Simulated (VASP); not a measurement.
# Ti3Se (P6_3/mmc) in VASP: single point with PBE

Aim: the single point of Ti3Se with PBE.

All numbers are computed with VASP 6.6.1; they aren't measurements. Logs are shortened: lines on timing, memory, paths and dates and some standing lists are left out, and cuts for length are marked.

### Step 1. The cell of the first run

Symmetry: P6_3/mmc, No. 194, hexagonal system. Conventional cell: a = 5.887 Å, b = 5.887 Å, c = 4.725 Å, α = 90.00°, β = 90.00°, γ = 120.00°. Within 3.8 Å of Ti (site symmetry mm2) lie 4 Se at 2.91 to 2.94 Å and 8 Ti at 2.91 to 2.95 Å. Within 3.8 Å of Se (site symmetry -6m2) lie 12 Ti at 2.91 to 2.94 Å.

### Step 2. Single point, PBE, collinear spin

The input, INCAR:

```
SYSTEM = Ti3Se
PREC = Accurate
ENCUT = 520
EDIFF = 1E-6
ISMEAR = 0
SIGMA = 0.1
LREAL = .False.
LASPH = .True.
NELM = 150
ALGO = Normal
ISIF = 2
LWAVE = .False.
LCHARG = .False.
ISPIN = 2
MAGMOM = 1 1 1 1 1 1 0 0
LORBIT = 11
LMAXMIX = 4
GGA = PE
NBANDS = 56
```

The input, KPOINTS:

```
regular mesh
0
Gamma
  6 6 4
  0 0 0
```

The input, POSCAR:

```
Ti3Se
1.0
    5.8866769574      0.0000000000      0.0000000000
   -2.9433384787      5.0980117890      0.0000000000
    0.0000000000      0.0000000000      4.7249665273
Ti Se
6 2
Direct
    0.8330000000      0.6660000000      0.2500000000
    0.1670000000      0.8330000000      0.7500000000
    0.3340000000      0.1670000000      0.2500000000
    0.1670000000      0.3340000000      0.7500000000
    0.8330000000      0.1670000000      0.2500000000
    0.6660000000      0.8330000000      0.7500000000
    0.3333333333      0.6666666667      0.2500000000
    0.6666666667      0.3333333333      0.7500000000
```

Potentials or basis: VASP PAW PBE potentials, release 64 (Ti_sv, Se).

Started as:

```console
$ cat potpaw_PBE.64/Ti_sv/POTCAR potpaw_PBE.64/Se/POTCAR > POTCAR
$ mpirun -np 1 vasp_std > vasp.out
```

OUTCAR:

```text
SYSTEM = Ti3Se
   PREC = Accurate
   ENCUT = 520
   EDIFF = 1E-6
   ISMEAR = 0
   LREAL = .False.
   LASPH = .True.
   NELM = 150
   ISIF = 2
   ISPIN = 2
   LORBIT = 11
   GGA = PE

 ion  position               nearest neighbor table
   1  0.833  0.666  0.250-   2 2.91   6 2.91   2 2.91   6 2.91
   2  0.167  0.833  0.750-   1 2.91   1 2.91   3 2.91   3 2.91
   3  0.334  0.167  0.250-   4 2.91   4 2.91   2 2.91   2 2.91
   4  0.167  0.334  0.750-   3 2.91   5 2.91   3 2.91   5 2.91
   5  0.833  0.167  0.250-   4 2.91   4 2.91   6 2.91   6 2.91
   6  0.666  0.833  0.750-   1 2.91   1 2.91   5 2.91   5 2.91
   7  0.333  0.667  0.250-
   8  0.667  0.333  0.750-

  LATTYP: Found a hexagonal cell.
 ALAT       =     5.8866769574
 C/A-ratio  =     0.8026542923

  Lattice vectors:

 A1 = (   5.8866769574,   0.0000000000,   0.0000000000)
 A2 = (  -2.9433384787,   5.0980117890,   0.0000000000)
 A3 = (   0.0000000000,   0.0000000000,   4.7249665273)

Analysis of symmetry for initial positions (statically):
=====================================================================
 Subroutine PRICEL returns:
 Original cell was already a primitive cell.

 Routine SETGRP: Setting up the symmetry group for a
 hexagonal supercell.

 Subroutine GETGRP returns: Found 24 space group operations
 (whereof 12 operations were pure point group operations)
 out of a pool of 24 trial point group operations.

The static configuration has the point symmetry D_3d.
 The point group associated with its full space group is D_6h.

Analysis of symmetry for dynamics (positions and initial velocities):
=====================================================================
 Subroutine PRICEL returns:
 Original cell was already a primitive cell.

 Routine SETGRP: Setting up the symmetry group for a
 hexagonal supercell.

 Subroutine GETGRP returns: Found 24 space group operations
 (whereof 12 operations were pure point group operations)
 out of a pool of 24 trial point group operations.

The dynamic configuration has the point symmetry D_3d.
 The point group associated with its full space group is D_6h.

Analysis of structural, dynamic, and magnetic symmetry:
=====================================================================
 Subroutine PRICEL returns:
 Original cell was already a primitive cell.

 Routine SETGRP: Setting up the symmetry group for a
 hexagonal supercell.

 Subroutine GETGRP returns: Found 24 space group operations
 (whereof 12 operations were pure point group operations)
 out of a pool of 24 trial point group operations.

The overall configuration has the point symmetry D_3d.
 The point group associated with its full space group is D_6h.

 Subroutine INISYM returns: Found 24 space group operations
 (whereof 12 operations are pure point group operations),
 and found     1 'primitive' translations

----------------------------------------------------------------------------------------

                                     Primitive cell

  volume of cell :     141.7979

  direct lattice vectors                    reciprocal lattice vectors
     5.886676957  0.000000000  0.000000000     0.169875128  0.098077451  0.000000000
    -2.943338479  5.098011789  0.000000000     0.000000000  0.196154901  0.000000000
     0.000000000  0.000000000  4.724966527     0.000000000  0.000000000  0.211641711

  length of vectors
     5.886676957  5.886676957  4.724966527     0.196154901  0.196154901  0.211641711

  position of ions in fractional coordinates (direct lattice)
     0.833000000  0.666000000  0.250000000
     0.167000000  0.833000000  0.750000000
     0.334000000  0.167000000  0.250000000
     0.167000000  0.334000000  0.750000000
     0.833000000  0.167000000  0.250000000
     0.666000000  0.833000000  0.750000000
     0.333333333  0.666666667  0.250000000
     0.666666667  0.333333333  0.750000000
[... 45 lines left out ...]
  0.333333  0.166667  0.000000     12.000000
[... 13 lines left out ...]
  0.333333  0.166667  0.500000     12.000000
  0.333333  0.333333  0.500000      2.000000
   k-points           NKPTS =     21   k-points in BZ     NKDIM =     21   number of bands    NBANDS=     56
   number of dos      NEDOS =    301   number of ions     NIONS =      8
   total plane-waves  NPLWV =  82944
   dimension x,y,z NGX =    48 NGY =   48 NGZ =   36
   dimension x,y,z NGXF=    96 NGYF=   96 NGZF=   72
   ions per type =               6   2
   NGX,Y,Z   is equivalent  to a cutoff of  13.56, 13.56, 12.67 a.u.
   NGXF,Y,Z  is equivalent  to a cutoff of  27.11, 27.11, 25.33 a.u.
 SYSTEM =  Ti3Se
   PREC   = accura    normal or accurate (medium, high low for compatibility)
   ISTART =      0    job   : 0-new  1-cont  2-samecut
   ICHARG =      2    charge: 1-file 2-atom 10-const
   ISPIN  =      2    spin polarized calculation?
   LNONCOLLINEAR =      F non collinear calculations
   LSORBIT =      F    spin-orbit coupling
   LASPH  =      T    aspherical Exc in radial PAW
   ENCUT  =  520.0 eV  38.22 Ry    6.18 a.u.  10.95 10.95  8.79*2*pi/ulx,y,z
   NELM   =    150;   NELMIN=  2; NELMDL= -5     # of ELM steps
   EDIFF  = 0.1E-05   stopping-criterion for ELM
   LREAL  =      F    real-space projection
   EDIFFG = 0.1E-04   stopping-criterion for IOM
   NSW    =      0    number of steps for IOM
   IBRION =     -1    ionic relax: 0-MD 1-quasi-New 2-CG
   NFREE  =      0    steps in history (QN), initial steepest desc. (CG)
   ISIF   =      2    stress and relaxation
   ISYM   =      2    0-nonsym 1-usesym 2-fastsym
   POTIM  = 0.5000    time-step for ionic-motion
   TEBEG  =    0.0;   TEEND  =   0.0 temperature during run
   PSTRESS=    0.0 pullay stress
   NELECT =      84.0000    total number of electrons
   NUPDOWN=      -1.0000    fix difference up-down
   EMIN   =  10.00;   EMAX   =-10.00  energy-range for DOS
   EFERMI =   0.00;   METHOD = LEGACY
   ISMEAR =     0;   SIGMA  =   0.10  broadening in eV -4-tet -1-fermi 0-gaus
   EFERMI_NEDOS =   21; number of points for ismear=-14 and -15
   IALGO  =     38    algorithm
   IMIX   =      4    mixing-type and parameters
     AMIX     =   0.40;   BMIX     =  1.00
     AMIX_MAG =   1.60;   BMIX_MAG =  1.00
  volume/ion in A,a.u.               =      17.72       119.61
  Fermi-wavevector in a.u.,A,eV,Ry     =   1.374922  2.598225 25.720589  1.890410
  Thomas-Fermi vector in A             =   2.500304
   LORBIT       =     11    0 simple, 1 ext, 2 COOP (PROOUT), +10 PAW based schemes
   GGA     = PE    functional components
   LHFCALC =     F    Hartree Fock is set to
   AEXX    =    0.0000 exact exchange contribution
   IVDW    =     0    specifies the selected vdW correction
   LEPSILON=     F    determine dielectric tensor
   LRPA    =     F    only Hartree local field effects (RPA)
 spin polarized calculation
 Gauss-broadening in eV      SIGMA  =   0.10
  energy-cutoff  :      520.00
  volume of cell :      141.80
 maximum number of plane-waves:      3846
 NGX is ok and might be reduce to    48
   NGX = 21   NGY = 21   NGZ = 17

 number of electron      83.9999986 magnetization       0.0049129

 Free energy of the ion-electron system (eV)
  ---------------------------------------------------
  ext. energy  EPLUGINS =         0.00000000
  ---------------------------------------------------
  free energy    TOTEN  =       -55.82287867 eV

  energy without entropy =      -55.76343372  energy(sigma->0) =      -55.79315620

 E-fermi :   8.5219     XC(G=0): -11.3090

 val. band max:        8.5011646208   @ k =   0.1667  -0.0000   0.2500
 cond. band min:       8.5235440859   @ k =   0.5000   0.0000   0.0000
 fundamental gap:      0.0223794651
 Fermi energy:         8.5218928315

 spin component 1

 k-point     1 :       0.0000    0.0000    0.0000
  band No.  band energies     occupation
      1     -48.3842      1.00000
      2     -48.3101      1.00000
      3     -48.3101      1.00000
      4     -48.3031      1.00000
      5     -48.2710      1.00000
      6     -48.2710      1.00000
[... 1186 lines left out ...]
     53      10.1322      0.00000
     54      10.1322      0.00000
 Fermi energy:         8.5218928315

 spin component 2

 k-point     1 :       0.0000    0.0000    0.0000
  band No.  band energies     occupation
      1     -48.3837      1.00000
      2     -48.3096      1.00000
      3     -48.3096      1.00000
      4     -48.3026      1.00000
      5     -48.2704      1.00000
      6     -48.2704      1.00000
[... 1186 lines left out ...]
     53      10.1327      0.00000
     54      10.1327      0.00000
 [bands above 54 left out]

------------------------ aborting loop because EDIFF is reached ----------------------------------------

  FORCE on cell =-STRESS in cart. coord.  units (eV):
  Direction    XX          YY          ZZ          XY          YZ          ZX
  --------------------------------------------------------------------------------------
  -------------------------------------------------------------------------------------
  Total      -10.2590637    -10.2590637     -4.5829250      0.0000000      0.0000000     -0.0000000
  in kB     -115.9173738   -115.9173738    -51.7825649      0.0000000      0.0000000     -0.0000000
  external PRESSURE =     -94.5391041 kB  Pullay stress =       0.0000000 kB

 VOLUME and BASIS-vectors are now :
 -----------------------------------------------------------------------------
  energy-cutoff  :      520.00
  volume of cell :      141.80
      direct lattice vectors                 reciprocal lattice vectors
     5.886676957  0.000000000  0.000000000     0.169875128  0.098077451  0.000000000
    -2.943338479  5.098011789  0.000000000     0.000000000  0.196154901  0.000000000
     0.000000000  0.000000000  4.724966527     0.000000000  0.000000000  0.211641711

 POSITION                                       TOTAL-FORCE (eV/Angst)
 -----------------------------------------------------------------------------------
      2.94334      3.39528      1.18124         0.000000      0.307006     -0.000000
     -1.46873      4.24664      3.54372        -0.265875      0.153503     -0.000000
      1.47461      0.85137      1.18124        -0.265875     -0.153503      0.000000
      0.00000      1.70274      3.54372        -0.000000     -0.307006      0.000000
      4.41206      0.85137      1.18124         0.265875     -0.153503      0.000000
      1.46873      4.24664      3.54372         0.265875      0.153503     -0.000000
     -0.00000      3.39867      1.18124         0.000000      0.000000      0.000000
      2.94334      1.69934      3.54372        -0.000000      0.000000      0.000000
 -----------------------------------------------------------------------------------
    total drift:                               -0.000001      0.000000     -0.000000

  FREE ENERGIE OF THE ION-ELECTRON SYSTEM (eV)
  ---------------------------------------------------
  free  energy   TOTEN  =       -55.8228786720 eV

  energy  without entropy=      -55.7634337214  energy(sigma->0) =      -55.79315620

 total charge

# of ion       s       p       d       tot
------------------------------------------
    1        2.196   6.070   1.987  10.253
    2        2.196   6.070   1.987  10.253
    3        2.196   6.070   1.987  10.253
    4        2.196   6.070   1.987  10.253
    5        2.196   6.070   1.987  10.253
    6        2.196   6.070   1.987  10.253
    7        1.428   2.263   0.092   3.783
    8        1.428   2.263   0.092   3.783
--------------------------------------------------
tot         16.033  40.947  12.105  69.085

 magnetization (x)

# of ion       s       p       d       tot
------------------------------------------
    1        0.000   0.000   0.000   0.001
    2        0.000   0.000   0.000   0.001
    3        0.000   0.000   0.000   0.001
    4        0.000   0.000   0.000   0.001
    5        0.000   0.000   0.000   0.001
    6        0.000   0.000   0.000   0.001
    7       -0.000  -0.000   0.000  -0.000
    8       -0.000  -0.000   0.000  -0.000
--------------------------------------------------
tot          0.000   0.000   0.003   0.003
```

Run time: 7.1 min. Hardware: 1 thread of Intel Xeon Platinum 8259CL at 2.50GHz (Skylake/Cascade Lake), shared host; peak memory 0.47 GiB.

Results:

* Free energy: -55.8229 eV
* Pressure: -9.5 GPa
* Largest force: 0.307 eV/Å
* Band gap on the k mesh: zero (filled and empty bands overlap)
* Net moment: 0.00 μB per cell
* Valence electrons inside the program's atomic spheres: Ti 10.25; Se 3.78

Forces in eV/Å, atoms in the order of the input:
```
Ti   0.000  0.307  0.000
Ti  -0.266  0.154  0.000
Ti  -0.266 -0.154  0.000
Ti   0.000 -0.307  0.000
Ti   0.266 -0.154  0.000
Ti   0.266  0.154  0.000
Se   0.000  0.000  0.000
Se   0.000  0.000  0.000
```

Levels at points of the mesh, in eV from the Fermi level:
Spin up:
```
           k point  band 39  band 40  band 41  band 42  band 43  band 44  band 45  band 46
(0.00, 0.00, 0.00)    -1.25    -1.15    -0.72    -0.72     0.26     0.38     0.38     0.68
(0.50, 0.00, 0.00)    -0.89    -0.29    -0.26     0.00     0.18     0.24     0.55     0.55
(0.00, 0.00, 0.50)    -0.65    -0.65    -0.42    -0.42    -0.42    -0.42     0.41     0.41
(0.50, 0.00, 0.50)    -0.55    -0.55    -0.22    -0.22     0.21     0.21     0.68     0.68
```
Spin down:
```
           k point  band 40  band 41  band 42  band 43  band 44  band 45
(0.00, 0.00, 0.00)    -1.15    -0.72    -0.72     0.26     0.38     0.38
(0.50, 0.00, 0.00)    -0.29    -0.26     0.00     0.18     0.24     0.55
(0.00, 0.00, 0.50)    -0.65    -0.41    -0.41    -0.41    -0.41     0.41
(0.50, 0.00, 0.50)    -0.55    -0.22    -0.22     0.21     0.21     0.68
```

Caveat: the cell stands under tension.
